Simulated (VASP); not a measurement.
# B2Ru3 (Pn-3m) in VASP: relaxation of cell and atoms with PBE

Aim: the relaxation of cell and atoms of B2Ru3 with PBE.

All numbers are computed with VASP 6.6.1; they aren't measurements. Logs are shortened: lines on timing, memory, paths and dates and some standing lists are left out, and cuts for length are marked.

### Step 1. The cell of the first run

It takes space group Pn-3m (No. 224, cubic). Conventional cell: a = 5.098 Å, b = 5.098 Å, c = 5.098 Å, α = 90.00°, β = 90.00°, γ = 90.00°. B (site symmetry -3m) has 6 Ru at 2.21 Å within 2.9 Å. Ru (site symmetry -42m) has 4 B at 2.21 Å and 4 Ru at 2.55 Å within 2.9 Å.

The cell was generated, and may not be a known phase.

### Step 2. Relaxation of cell and atoms, PBE

The input, INCAR:

```
SYSTEM = B2Ru3
PREC = Accurate ; ENCUT = 600
EDIFF = 1E-6 ; ISMEAR = 0
SIGMA = 0.1 ; LREAL = .FALSE.
LASPH = .TRUE. ; NELM = 100
ALGO = Fast ; ISIF = 3
LWAVE = .FALSE. ; LCHARG = .FALSE.
GGA = PE ; IBRION = 2
NSW = 100 ; EDIFFG = -0.01
```

The input, KPOINTS:

```
regular mesh
0
G
  8 8 8
  0 0 0
```

The input, POSCAR:

```
B2Ru3
1.0
    5.0979022453      0.0000000000      0.0000000000
    0.0000000000      5.0979022453      0.0000000000
    0.0000000000      0.0000000000      5.0979022453
B Ru
4 6
Direct
    0.2500000000      0.2500000000      0.2500000000
    0.2500000000      0.7500000000      0.7500000000
    0.7500000000      0.7500000000      0.2500000000
    0.7500000000      0.2500000000      0.7500000000
    0.0000000000      0.5000000000      0.5000000000
    0.0000000000      0.5000000000      0.0000000000
    0.5000000000      0.0000000000      0.5000000000
    0.0000000000      0.0000000000      0.5000000000
    0.5000000000      0.0000000000      0.0000000000
    0.5000000000      0.5000000000      0.0000000000
```

Potentials or basis: VASP PAW PBE potentials, release 64 (B, Ru_pv).

Launch:

```bash
cat potpaw_PBE.64/B/POTCAR potpaw_PBE.64/Ru_pv/POTCAR > POTCAR
mpirun -np 1 vasp_std > vasp.out
```

OUTCAR:

```text
SYSTEM = B2Ru3
   PREC = Accurate
   ENCUT = 600
   EDIFF = 1E-6
   ISMEAR = 0
   LREAL = .FALSE.
   LASPH = .TRUE.
   NELM = 100
   ISIF = 3
   GGA = PE
   IBRION = 2
   NSW = 100
   EDIFFG = -0.01

 ion  position               nearest neighbor table
   1  0.250  0.250  0.250-   5 2.21   6 2.21   7 2.21   8 2.21   9 2.21  10 2.21
   2  0.250  0.750  0.750-   5 2.21   6 2.21   7 2.21   8 2.21   9 2.21  10 2.21
   3  0.750  0.750  0.250-   5 2.21   6 2.21   7 2.21   8 2.21   9 2.21  10 2.21
   4  0.750  0.250  0.750-   5 2.21   6 2.21   7 2.21   8 2.21   9 2.21  10 2.21
   5  0.000  0.500  0.500-   1 2.21   2 2.21   3 2.21   4 2.21   6 2.55   8 2.55   6 2.55   8 2.55

   6  0.000  0.500  0.000-   1 2.21   2 2.21   3 2.21   4 2.21   5 2.55  10 2.55   5 2.55  10 2.55

   7  0.500  0.000  0.500-   1 2.21   2 2.21   3 2.21   4 2.21   8 2.55   9 2.55   9 2.55   8 2.55

   8  0.000  0.000  0.500-   1 2.21   2 2.21   3 2.21   4 2.21   5 2.55   7 2.55   5 2.55   7 2.55

   9  0.500  0.000  0.000-   1 2.21   2 2.21   3 2.21   4 2.21   7 2.55  10 2.55   7 2.55  10 2.55

  10  0.500  0.500  0.000-   1 2.21   2 2.21   3 2.21   4 2.21   6 2.55   9 2.55   9 2.55   6 2.55

  LATTYP: Found a simple cubic cell.
 ALAT       =     5.0979022453

  Lattice vectors:

 A1 = (   5.0979022453,   0.0000000000,   0.0000000000)
 A2 = (   0.0000000000,   5.0979022453,   0.0000000000)
 A3 = (   0.0000000000,   0.0000000000,   5.0979022453)

Analysis of symmetry for initial positions (statically):
=====================================================================
 Subroutine PRICEL returns:
 Original cell was already a primitive cell.

 Routine SETGRP: Setting up the symmetry group for a
 simple cubic supercell.

 Subroutine GETGRP returns: Found 48 space group operations
 (whereof 24 operations were pure point group operations)
 out of a pool of 48 trial point group operations.

The static configuration has the point symmetry T_d .
 The point group associated with its full space group is O_h .

Analysis of symmetry for dynamics (positions and initial velocities):
=====================================================================
 Subroutine PRICEL returns:
 Original cell was already a primitive cell.

 Routine SETGRP: Setting up the symmetry group for a
 simple cubic supercell.

 Subroutine GETGRP returns: Found 48 space group operations
 (whereof 24 operations were pure point group operations)
 out of a pool of 48 trial point group operations.

The dynamic configuration has the point symmetry T_d .
 The point group associated with its full space group is O_h .

 Subroutine INISYM returns: Found 48 space group operations
 (whereof 24 operations are pure point group operations),
 and found     1 'primitive' translations

----------------------------------------------------------------------------------------

                                     Primitive cell

  volume of cell :     132.4874

  direct lattice vectors                    reciprocal lattice vectors
     5.097902245  0.000000000  0.000000000     0.196159116  0.000000000  0.000000000
     0.000000000  5.097902245  0.000000000     0.000000000  0.196159116  0.000000000
     0.000000000  0.000000000  5.097902245     0.000000000  0.000000000  0.196159116

  length of vectors
     5.097902245  5.097902245  5.097902245     0.196159116  0.196159116  0.196159116

  position of ions in fractional coordinates (direct lattice)
     0.250000000  0.250000000  0.250000000
     0.250000000  0.750000000  0.750000000
     0.750000000  0.750000000  0.250000000
     0.750000000  0.250000000  0.750000000
     0.000000000  0.500000000  0.500000000
     0.000000000  0.500000000  0.000000000
     0.500000000  0.000000000  0.500000000
     0.000000000  0.000000000  0.500000000
     0.500000000  0.000000000  0.000000000
     0.500000000  0.500000000  0.000000000

  ion indices of the primitive-cell ions
   primitive index   ion index
                 1           1
                 2           2
                 3           3
                 4           4
                 5           5
                 6           6
                 7           7
                 8           8
                 9           9
                10          10

----------------------------------------------------------------------------------------

 KPOINTS: regular mesh

Automatic generation of k-mesh.
 Grid dimensions read from file:
 generate k-points for:    8    8    8

 Generating k-lattice:

  Cartesian coordinates                     Fractional coordinates (reciprocal lattice)
     0.024519890  0.000000000  0.000000000     0.125000000  0.000000000  0.000000000
     0.000000000  0.024519890  0.000000000     0.000000000  0.125000000  0.000000000
     0.000000000  0.000000000  0.024519890     0.000000000  0.000000000  0.125000000

  Length of vectors
     0.024519890  0.024519890  0.024519890

  Shift w.r.t. Gamma in fractional coordinates (k-lattice)
     0.000000000  0.000000000  0.000000000

 Subroutine IBZKPT returns following result:
 ===========================================

 Found     35 irreducible k-points:

 Following reciprocal coordinates:
            Coordinates               Weight
  0.000000  0.000000  0.000000      1.000000
  0.125000  0.000000  0.000000      6.000000
  0.250000  0.000000  0.000000      6.000000
  0.375000  0.000000  0.000000      6.000000
  0.500000  0.000000  0.000000      3.000000
  0.125000  0.125000  0.000000     12.000000
[... 16 lines left out ...]
  0.375000  0.375000  0.125000     24.000000
  0.500000  0.375000  0.125000     24.000000
 [... further k-points ...]
   k-points           NKPTS =     35   k-points in BZ     NKDIM =     35   number of bands    NBANDS=     57
   number of dos      NEDOS =    301   number of ions     NIONS =     10
   total plane-waves  NPLWV =  74088
   dimension x,y,z NGX =    42 NGY =   42 NGZ =   42
   dimension x,y,z NGXF=    84 NGYF=   84 NGZF=   84
   ions per type =               4   6
   NGX,Y,Z   is equivalent  to a cutoff of  13.70, 13.70, 13.70 a.u.
   NGXF,Y,Z  is equivalent  to a cutoff of  27.39, 27.39, 27.39 a.u.
 SYSTEM =  B2Ru3
   PREC   = accura    normal or accurate (medium, high low for compatibility)
   ISTART =      0    job   : 0-new  1-cont  2-samecut
   ICHARG =      2    charge: 1-file 2-atom 10-const
   ISPIN  =      1    spin polarized calculation?
   LNONCOLLINEAR =      F non collinear calculations
   LSORBIT =      F    spin-orbit coupling
   LASPH  =      T    aspherical Exc in radial PAW
   ENCUT  =  600.0 eV  44.10 Ry    6.64 a.u.  10.18 10.18 10.18*2*pi/ulx,y,z
   NELM   =    100;   NELMIN=  2; NELMDL= -5     # of ELM steps
   EDIFF  = 0.1E-05   stopping-criterion for ELM
   LREAL  =      F    real-space projection
   EDIFFG = -.1E-01   stopping-criterion for IOM
   NSW    =    100    number of steps for IOM
   IBRION =      2    ionic relax: 0-MD 1-quasi-New 2-CG
   NFREE  =      1    steps in history (QN), initial steepest desc. (CG)
   ISIF   =      3    stress and relaxation
   ISYM   =      2    0-nonsym 1-usesym 2-fastsym
   POTIM  = 0.5000    time-step for ionic-motion
   TEBEG  =    0.0;   TEEND  =   0.0 temperature during run
   PSTRESS=    0.0 pullay stress
   NELECT =      96.0000    total number of electrons
   NUPDOWN=      -1.0000    fix difference up-down
   EMIN   =  10.00;   EMAX   =-10.00  energy-range for DOS
   EFERMI =   0.00;   METHOD = LEGACY
   ISMEAR =     0;   SIGMA  =   0.10  broadening in eV -4-tet -1-fermi 0-gaus
   EFERMI_NEDOS =   21; number of points for ismear=-14 and -15
   IALGO  =     68    algorithm
   IMIX   =      4    mixing-type and parameters
     AMIX     =   0.40;   BMIX     =  1.00
     AMIX_MAG =   1.60;   BMIX_MAG =  1.00
  volume/ion in A,a.u.               =      13.25        89.41
  Fermi-wavevector in a.u.,A,eV,Ry     =   1.470417  2.778685 29.417497  2.162125
  Thomas-Fermi vector in A             =   2.585676
   LORBIT       =      0    0 simple, 1 ext, 2 COOP (PROOUT), +10 PAW based schemes
   GGA     = PE    functional components
   LHFCALC =     F    Hartree Fock is set to
   AEXX    =    0.0000 exact exchange contribution
   IVDW    =     0    specifies the selected vdW correction
   LEPSILON=     F    determine dielectric tensor
   LRPA    =     F    only Hartree local field effects (RPA)
 conjugate gradient relaxation of ions
 non-spin polarized calculation
 RMM-DIIS sequential band-by-band and
 Gauss-broadening in eV      SIGMA  =   0.10
  energy-cutoff  :      600.00
  volume of cell :      132.49
 maximum number of plane-waves:      4468
 NGX is ok and might be reduce to    42
   NGX = 21   NGY = 21   NGZ = 21

--------------------------------------- Ionic step        1  -------------------------------------------

 number of electron      96.0000027 magnetization

 Free energy of the ion-electron system (eV)
  ---------------------------------------------------
  ext. energy  EPLUGINS =         0.00000000
  ---------------------------------------------------
  free energy    TOTEN  =       -77.45980629 eV

  energy without entropy =      -77.39028182  energy(sigma->0) =      -77.42504405

------------------------ aborting loop because EDIFF is reached ----------------------------------------

  FORCE on cell =-STRESS in cart. coord.  units (eV):
  Direction    XX          YY          ZZ          XY          YZ          ZX
  --------------------------------------------------------------------------------------
  -------------------------------------------------------------------------------------
  Total        0.1931015      0.1931015      0.1931015      0.0000000     -0.0000000      0.0000000
  in kB        2.3351867      2.3351867      2.3351867      0.0000000     -0.0000000      0.0000000
  external PRESSURE =       2.3351867 kB  Pullay stress =       0.0000000 kB
[... 73 lines left out ...]
  energy  without entropy=      -77.3897710763  energy(sigma->0) =      -77.42469676

--------------------------------------- Ionic step        3  -------------------------------------------

 number of electron      96.0000027 magnetization

 Free energy of the ion-electron system (eV)
  ---------------------------------------------------
  ext. energy  EPLUGINS =         0.00000000
  ---------------------------------------------------
  free energy    TOTEN  =       -77.45990676 eV

  energy without entropy =      -77.39025279  energy(sigma->0) =      -77.42507977

 E-fermi :   8.2059     XC(G=0): -12.2186

 val. band max:        8.2040230217   @ k =   0.2500   0.1250   0.1250
 cond. band min:       8.2138975215   @ k =   0.2500   0.2500   0.0000
 fundamental gap:      0.0098744997
 Fermi energy:         8.2058550646

 k-point     1 :       0.0000    0.0000    0.0000
  band No.  band energies     occupation
      1     -34.9938      2.00000
      2     -34.9938      2.00000
      3     -34.9938      2.00000
      4     -34.9800      2.00000
      5     -34.9800      2.00000
      6     -34.9800      2.00000
[... 1429 lines left out ...]
     56      11.3581      0.00000
     57      12.1148      0.00000

 [... further k-points ...]
[... 5 lines left out ...]
  --------------------------------------------------------------------------------------
  -------------------------------------------------------------------------------------
  Total        0.0091420      0.0091420      0.0091420     -0.0000000      0.0000000      0.0000000
  in kB        0.1104365      0.1104365      0.1104365     -0.0000000      0.0000000      0.0000000
  external PRESSURE =       0.1104365 kB  Pullay stress =       0.0000000 kB
[... 25 lines left out ...]
  FREE ENERGIE OF THE ION-ELECTRON SYSTEM (eV)
  ---------------------------------------------------
  free  energy   TOTEN  =       -77.4599067623 eV

  energy  without entropy=      -77.3902527872  energy(sigma->0) =      -77.42507977

 reached required accuracy - stopping structural energy minimisation
```

Wall time 7.7 min (1 thread of Intel Xeon 6975P-C (Granite Rapids), shared host); peak memory 0.42 GiB.

What came out:

```
Free energy                           : -77.4599 eV
Relaxed volume                        : 13.26 Å³/atom
Relaxed cell                          : a = 5.100 Å, b = 5.100 Å, c = 5.100 Å, α = 90.00°, β = 90.00°, γ = 90.00°
Space group after relaxing (to 0.1 Å) : Pn-3m (No. 224)
Energy gained by relaxing             : 0.0 meV/atom
Ionic steps                           : 3
Pressure after relaxing               : 0.0 GPa
Band gap on the k mesh                : zero (bands 48 and 49 overlap by 1.04 eV)
```

The path:
| step | energy change (eV) | largest force (eV/Å) | pressure (GPa) | volume (Å³) |
| --- | --- | --- | --- | --- |
| 1 | 0.0000 | 0.0000 | 0.23 | 132.49 |
| 2 | 0.0002 | 0.0000 | -0.41 | 132.86 |
| 3 | -0.0001 | 0.0000 | 0.01 | 132.63 |

Final structure:
```
B Ru
1.0
     5.09972    0.00000    0.00000
     0.00000    5.09972    0.00000
     0.00000    0.00000    5.09972
B Ru
4 6
Direct
  0.25000 0.25000 0.25000
  0.25000 0.75000 0.75000
  0.75000 0.75000 0.25000
  0.75000 0.25000 0.75000
  0.00000 0.50000 0.50000
  0.00000 0.50000 0.00000
  0.50000 0.00000 0.50000
  0.00000 0.00000 0.50000
  0.50000 0.00000 0.00000
  0.50000 0.50000 0.00000
```

Levels at points of the mesh, in eV from the Fermi level:
| k point | band 44 | band 45 | band 46 | band 47 | band 48 | band 49 | band 50 | band 51 | band 52 | band 53 |
| --- | --- | --- | --- | --- | --- | --- | --- | --- | --- | --- |
| (0.00, 0.00, 0.00) | -0.39 | -0.39 | -0.39 | 0.25 | 0.25 | 0.65 | 0.65 | 0.65 | 1.77 | 1.77 |
| (0.50, 0.00, 0.00) | -0.54 | -0.05 | -0.05 | -0.01 | -0.01 | 0.07 | 0.07 | 0.53 | 0.53 | 1.24 |
| (0.50, 0.50, 0.00) | -1.71 | -1.03 | -1.03 | -0.23 | -0.23 | 0.16 | 0.16 | 0.30 | 0.30 | 2.92 |
| (0.50, 0.50, 0.50) | -1.37 | -1.37 | -1.13 | -1.13 | -1.13 | -0.69 | -0.69 | -0.69 | -0.55 | 0.40 |
